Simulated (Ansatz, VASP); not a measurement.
**One calculation of WC, two programs**

```
W C
1.0
     0.00000    2.16149    2.16149
     2.16149    0.00000    2.16149
     2.16149    2.16149    0.00000
W C
1 1
Direct
  0.00000 0.00000 0.00000
  0.50000 0.50000 0.50000
```

Alike in both runs: functional LDA; k mesh 11 × 11 × 11; no spin polarisation.

Ansatz relaxed the structure, and its values are those at the end. VASP's run is a single point on that final structure, the one shown.

|  | VASP | Ansatz |
| --- | --- | --- |
| version | VASP 6.6.1 | Ansatz 0.2.0 |
| potentials or method | VASP PAW LDA potentials, release 64 (W_sv, C) | plane waves, PAW |
| plane-wave cutoff (eV) | 520 | 420 |
| occupations | gaussian, width 0.1 eV | gaussian |
| valence electrons in the cell | 18 | 18 |

```csv
,VASP,Ansatz,Ansatz less VASP
pressure (GPa),2.4,0.0,-2.42
```

LDA's correlation is that of Perdew and Zunger in VASP and of Perdew and Wang (1992) in Ansatz.

Neither program's run includes spin-orbit coupling.
